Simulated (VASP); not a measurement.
# Pt (Pm-3m) in VASP: single point with PBEsol

Aim: the single point of Pt with PBEsol.

Program: VASP 6.6.1. These are calculated values, not measurements. Logs are shortened: lines on timing, memory, paths and dates and some standing lists are left out, and cuts for length are marked.

### Step 1. The cell of the first run

It takes space group Pm-3m (No. 221, cubic). Conventional cell: a = 3.910 Å, b = 3.910 Å, c = 3.910 Å, α = 90.00°, β = 90.00°, γ = 90.00°. Within 3.6 Å of Pt (site symmetry 4/mmm) lie 8 Pt at 2.76 Å.

### Step 2. Single point, PBEsol

The input, INCAR:

```
PREC = Accurate
ENCUT = 520
EDIFF = 1E-6
ISMEAR = -1
SIGMA = 0.1
LREAL = F
LASPH = T
NELM = 60
ALGO = Normal
ISIF = 2
LWAVE = F
LCHARG = T
GGA = PS
LELF = T
LVHAR = T
NBANDS = 22
```

The input, KPOINTS:

```
regular mesh
0
Gamma
  6 6 6
```

The input, POSCAR:

```
Pt
1.0
    3.9098690000      0.0000000000      0.0000000000
    0.0000000000      3.9098690000      0.0000000000
    0.0000000000      0.0000000000      3.9098690000
Pt
3
Direct
    0.5000000000      0.0000000000      0.0000000000
    0.0000000000      0.5000000000      0.0000000000
    0.0000000000      0.0000000000      0.5000000000
```

Potentials or basis: VASP PAW PBE potentials, release 64 (Pt).

On the command line:

```
$ cat potpaw_PBE.64/Pt/POTCAR > POTCAR
$ mpirun -np 1 vasp_std > vasp.out
```

OUTCAR:

```text
PREC = Accurate
   ENCUT = 520
   EDIFF = 1E-6
   ISMEAR = -1
   LREAL = F
   LASPH = T
   NELM = 60
   ISIF = 2
   GGA = PS

 ion  position               nearest neighbor table
   1  0.500  0.000  0.000-   2 2.76   3 2.76   3 2.76   2 2.76   2 2.76   3 2.76   3 2.76   2 2.76

   2  0.000  0.500  0.000-   1 2.76   3 2.76   3 2.76   1 2.76   3 2.76   3 2.76   1 2.76   1 2.76

   3  0.000  0.000  0.500-   1 2.76   2 2.76   1 2.76   2 2.76   2 2.76   2 2.76   1 2.76   1 2.76

  LATTYP: Found a simple cubic cell.
 ALAT       =     3.9098690000

  Lattice vectors:

 A1 = (   3.9098690000,   0.0000000000,   0.0000000000)
 A2 = (   0.0000000000,   3.9098690000,   0.0000000000)
 A3 = (   0.0000000000,   0.0000000000,   3.9098690000)

Analysis of symmetry for initial positions (statically):
=====================================================================
 Subroutine PRICEL returns:
 Original cell was already a primitive cell.

 Routine SETGRP: Setting up the symmetry group for a
 simple cubic supercell.

 Subroutine GETGRP returns: Found 48 space group operations
 (whereof 48 operations were pure point group operations)
 out of a pool of 48 trial point group operations.

The static configuration has the point symmetry O_h .

Analysis of symmetry for dynamics (positions and initial velocities):
=====================================================================
 Subroutine PRICEL returns:
 Original cell was already a primitive cell.

 Routine SETGRP: Setting up the symmetry group for a
 simple cubic supercell.

 Subroutine GETGRP returns: Found 48 space group operations
 (whereof 48 operations were pure point group operations)
 out of a pool of 48 trial point group operations.

The dynamic configuration has the point symmetry O_h .

 Subroutine INISYM returns: Found 48 space group operations
 (whereof 48 operations are pure point group operations),
 and found     1 'primitive' translations

----------------------------------------------------------------------------------------

                                     Primitive cell

  volume of cell :      59.7705

  direct lattice vectors                    reciprocal lattice vectors
     3.909869000  0.000000000  0.000000000     0.255763045  0.000000000  0.000000000
     0.000000000  3.909869000  0.000000000     0.000000000  0.255763045  0.000000000
     0.000000000  0.000000000  3.909869000     0.000000000  0.000000000  0.255763045

  length of vectors
     3.909869000  3.909869000  3.909869000     0.255763045  0.255763045  0.255763045

  position of ions in fractional coordinates (direct lattice)
     0.500000000  0.000000000  0.000000000
     0.000000000  0.500000000  0.000000000
     0.000000000  0.000000000  0.500000000

  ion indices of the primitive-cell ions
   primitive index   ion index
                 1           1
                 2           2
                 3           3

----------------------------------------------------------------------------------------

 KPOINTS: regular mesh

Automatic generation of k-mesh.
 Grid dimensions read from file:
 generate k-points for:    6    6    6

 Generating k-lattice:

  Cartesian coordinates                     Fractional coordinates (reciprocal lattice)
     0.042627174  0.000000000  0.000000000     0.166666667  0.000000000  0.000000000
     0.000000000  0.042627174  0.000000000     0.000000000  0.166666667  0.000000000
     0.000000000  0.000000000  0.042627174     0.000000000  0.000000000  0.166666667

  Length of vectors
     0.042627174  0.042627174  0.042627174

  Shift w.r.t. Gamma in fractional coordinates (k-lattice)
     0.000000000  0.000000000  0.000000000

 Subroutine IBZKPT returns following result:
 ===========================================

 Found     20 irreducible k-points:

 Following reciprocal coordinates:
            Coordinates               Weight
  0.000000  0.000000  0.000000      1.000000
  0.166667  0.000000  0.000000      6.000000
  0.333333  0.000000  0.000000      6.000000
  0.500000  0.000000  0.000000      3.000000
  0.166667  0.166667  0.000000     12.000000
  0.333333  0.166667  0.000000     24.000000
[... 12 lines left out ...]
  0.500000  0.500000  0.333333      6.000000
  0.500000  0.500000  0.500000      1.000000
   k-points           NKPTS =     20   k-points in BZ     NKDIM =     20   number of bands    NBANDS=     22
   number of dos      NEDOS =    301   number of ions     NIONS =      3
   total plane-waves  NPLWV =  27000
   dimension x,y,z NGX =    30 NGY =   30 NGZ =   30
   dimension x,y,z NGXF=    60 NGYF=   60 NGZF=   60
   ions per type =               3
   NGX,Y,Z   is equivalent  to a cutoff of  12.76, 12.76, 12.76 a.u.
   NGXF,Y,Z  is equivalent  to a cutoff of  25.51, 25.51, 25.51 a.u.
 SYSTEM =  unknown system
   PREC   = accura    normal or accurate (medium, high low for compatibility)
   ISTART =      0    job   : 0-new  1-cont  2-samecut
   ICHARG =      2    charge: 1-file 2-atom 10-const
   ISPIN  =      1    spin polarized calculation?
   LNONCOLLINEAR =      F non collinear calculations
   LSORBIT =      F    spin-orbit coupling
   LASPH  =      T    aspherical Exc in radial PAW
   ENCUT  =  520.0 eV  38.22 Ry    6.18 a.u.   7.27  7.27  7.27*2*pi/ulx,y,z
   NELM   =     60;   NELMIN=  2; NELMDL= -5     # of ELM steps
   EDIFF  = 0.1E-05   stopping-criterion for ELM
   LREAL  =      F    real-space projection
   EDIFFG = 0.1E-04   stopping-criterion for IOM
   NSW    =      0    number of steps for IOM
   IBRION =     -1    ionic relax: 0-MD 1-quasi-New 2-CG
   NFREE  =      0    steps in history (QN), initial steepest desc. (CG)
   ISIF   =      2    stress and relaxation
   ISYM   =      2    0-nonsym 1-usesym 2-fastsym
   POTIM  = 0.5000    time-step for ionic-motion
   TEBEG  =    0.0;   TEEND  =   0.0 temperature during run
   PSTRESS=    0.0 pullay stress
   NELECT =      30.0000    total number of electrons
   NUPDOWN=      -1.0000    fix difference up-down
   EMIN   =  10.00;   EMAX   =-10.00  energy-range for DOS
   EFERMI =   0.00;   METHOD = LEGACY
   ISMEAR =    -1;   SIGMA  =   0.10  broadening in eV -4-tet -1-fermi 0-gaus
   EFERMI_NEDOS =   21; number of points for ismear=-14 and -15
   IALGO  =     38    algorithm
   IMIX   =      4    mixing-type and parameters
     AMIX     =   0.40;   BMIX     =  1.00
     AMIX_MAG =   1.60;   BMIX_MAG =  1.00
  volume/ion in A,a.u.               =      19.92       134.45
  Fermi-wavevector in a.u.,A,eV,Ry     =   1.301027  2.458585 23.030198  1.692672
  Thomas-Fermi vector in A             =   2.432188
   LORBIT       =      0    0 simple, 1 ext, 2 COOP (PROOUT), +10 PAW based schemes
   GGA     = PS    functional components
   LHFCALC =     F    Hartree Fock is set to
   AEXX    =    0.0000 exact exchange contribution
   IVDW    =     0    specifies the selected vdW correction
   LEPSILON=     F    determine dielectric tensor
   LRPA    =     F    only Hartree local field effects (RPA)
 non-spin polarized calculation
  energy-cutoff  :      520.00
  volume of cell :       59.77
 maximum number of plane-waves:      1640
 NGX is ok and might be reduce to    30
   NGX = 15   NGY = 15   NGZ = 15

 number of electron      30.0000004 magnetization

 Free energy of the ion-electron system (eV)
  ---------------------------------------------------
  ext. energy  EPLUGINS =         0.00000000
  ---------------------------------------------------
  free energy    TOTEN  =       -19.59258500 eV

  energy without entropy =      -19.50223857  energy(sigma->0) =      -19.54741178

 E-fermi :   6.4472     XC(G=0): -11.7888

 val. band max:        6.4401702735   @ k =   0.3333   0.0000   0.0000
 cond. band min:       6.4800036706   @ k =   0.5000   0.5000   0.3333
 fundamental gap:      0.0398333971
 Fermi energy:         6.4471690747

 k-point     1 :       0.0000    0.0000    0.0000
  band No.  band energies     occupation
      1      -1.7540      2.00000
      2       1.0765      2.00000
      3       1.5425      2.00000
      4       1.5426      2.00000
      5       1.5426      2.00000
      6       2.1463      2.00000
[... 14 lines left out ...]
     21      15.4144      0.00000
     22      18.2114      0.00000

 k-point     2 :       0.1667    0.0000    0.0000
  band No.  band energies     occupation
      1      -1.4240      2.00000
      2       1.3032      2.00000
      3       1.6073      2.00000
      4       1.7536      2.00000
      5       1.7536      2.00000
      6       2.1903      2.00000
[... 14 lines left out ...]
     21      16.5261      0.00000
     22      18.7707      0.00000

 k-point     3 :       0.3333    0.0000    0.0000
  band No.  band energies     occupation
      1      -0.5760      2.00000
      2       1.7493      2.00000
      3       1.8031      2.00000
      4       2.3685      2.00000
      5       2.3685      2.00000
      6       2.3984      2.00000
[... 14 lines left out ...]
     21      16.2533      0.00000
     22      18.1482      0.00000

 k-point     4 :       0.5000    0.0000    0.0000
  band No.  band energies     occupation
      1       0.0364      2.00000
      2       1.8279      2.00000
      3       2.0135      2.00000
      4       2.7601      2.00000
      5       3.1246      2.00000
      6       3.1246      2.00000
[... 14 lines left out ...]
     21      16.0105      0.00000
     22      17.6606      0.00000

 k-point     5 :       0.1667    0.1667    0.0000
  band No.  band energies     occupation
      1      -1.1101      2.00000
      2       1.5323      2.00000
      3       1.7041      2.00000
      4       1.8964      2.00000
      5       1.9327      2.00000
      6       2.3466      2.00000
[... 317 lines left out ...]
 k-point    18 :       0.5000    0.3333    0.3333
  band No.  band energies     occupation
      1       0.8384      2.00000
      2       1.2168      2.00000
      3       1.5807      2.00000
      4       2.3499      2.00000
      5       3.2643      2.00000
      6       3.4073      2.00000
[... 14 lines left out ...]
     21      13.4149      0.00000
     22      15.0668      0.00000

 k-point    19 :       0.5000    0.5000    0.3333
  band No.  band energies     occupation
      1       1.0448      2.00000
      2       1.0448      2.00000
      3       1.0700      2.00000
      4       2.1716      2.00000
      5       3.4294      2.00000
      6       3.4294      2.00000
[... 14 lines left out ...]
     21      13.2111      0.00000
     22      13.2111      0.00000

 k-point    20 :       0.5000    0.5000    0.5000
  band No.  band energies     occupation
      1       0.8720      2.00000
      2       0.8720      2.00000
      3       0.8720      2.00000
      4       1.9775      2.00000
      5       3.4494      2.00000
      6       3.4494      2.00000
[... 14 lines left out ...]
     21      12.1432      0.00000
     22      12.1432      0.00000

------------------------ aborting loop because EDIFF is reached ----------------------------------------

  FORCE on cell =-STRESS in cart. coord.  units (eV):
  Direction    XX          YY          ZZ          XY          YZ          ZX
  --------------------------------------------------------------------------------------
  -------------------------------------------------------------------------------------
  Total       -7.7947944     -7.7947944     -7.7947944     -0.0000000     -0.0000000      0.0000000
  in kB     -208.9433865   -208.9433865   -208.9433865     -0.0000000     -0.0000000      0.0000000
  external PRESSURE =    -208.9433865 kB  Pullay stress =       0.0000000 kB

 VOLUME and BASIS-vectors are now :
 -----------------------------------------------------------------------------
  energy-cutoff  :      520.00
  volume of cell :       59.77
      direct lattice vectors                 reciprocal lattice vectors
     3.909869000  0.000000000  0.000000000     0.255763045  0.000000000  0.000000000
     0.000000000  3.909869000  0.000000000     0.000000000  0.255763045  0.000000000
     0.000000000  0.000000000  3.909869000     0.000000000  0.000000000  0.255763045

 POSITION                                       TOTAL-FORCE (eV/Angst)
 -----------------------------------------------------------------------------------
      1.95493      0.00000      0.00000         0.000000      0.000000      0.000000
      0.00000      1.95493      0.00000         0.000000      0.000000      0.000000
      0.00000      0.00000      1.95493         0.000000      0.000000      0.000000
 -----------------------------------------------------------------------------------
    total drift:                                0.000000      0.000000      0.000000

  FREE ENERGIE OF THE ION-ELECTRON SYSTEM (eV)
  ---------------------------------------------------
  free  energy   TOTEN  =       -19.5925849950 eV

  energy  without entropy=      -19.5022385675  energy(sigma->0) =      -19.54741178
```

Wall time 9.3 s (1 thread of Intel Xeon 6975P-C (Granite Rapids), shared host); peak memory 0.17 GiB.

Results:

```yaml
Free_energy: -19.5926 eV
Pressure: -20.9 GPa
Band_gap_on_the_k_mesh: zero (band 15 reaches 7.63 eV, above the bottom of band 16 at 6.05 eV)
```

Caveat: the PAW data sets were made with another functional, which shifts forces and pressure a little; spin-orbit coupling is left out, which moves the levels of the heavy elements.
